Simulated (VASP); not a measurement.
# AgBr: single point with r2SCAN

AgBr:

```
Ag Br
1.0
     0.00000    2.89276    2.89276
     2.89276    0.00000    2.89276
     2.89276    2.89276    0.00000
Ag Br
1 1
Direct
  0.00000 0.00000 0.00000
  0.50000 0.50000 0.50000
```

```json
{"Program": "VASP 6.6.1", "Task": "single point", "Functional": "r2SCAN", "Potentials or basis": "VASP PAW PBE potentials, release 64 (Ag, Br)", "Cutoff": "550 eV", "k mesh": "6 × 6 × 6", "Occupations": "gaussian, width 0.01 eV", "Spin": "no spin polarisation", "Dipole correction": "no", "Further INCAR settings": "ALGO = Normal; EDIFF = 1e-06; NBANDS = 16"}
```

```json
{
  "Pressure": "-0.1 GPa",
  "Band gap on the k mesh": "1.25 eV (least direct gap 3.19 eV)"
}
```

Levels at points of the mesh, in eV from the valence-band top:
```
           k point  band 7  band 8  band 9  band 10  band 11  band 12
(0.00, 0.00, 0.00)   -1.94   -1.94   -1.94     1.25    10.42    10.42
(0.50, 0.00, 0.00)   -2.06    0.00    0.00     4.30     7.08     7.41
(0.50, 0.50, 0.00)   -2.30   -2.30   -2.19     2.19     7.45     9.61
```

Wall time 93 s on 1 thread of Intel Xeon 8259CL (shared host), peak memory 0.19 GiB.

Caveat: the PAW data sets were made with another functional, which shifts forces and pressure a little. r2SCAN opens gaps a little over a GGA but as a rule still falls short of measured ones.
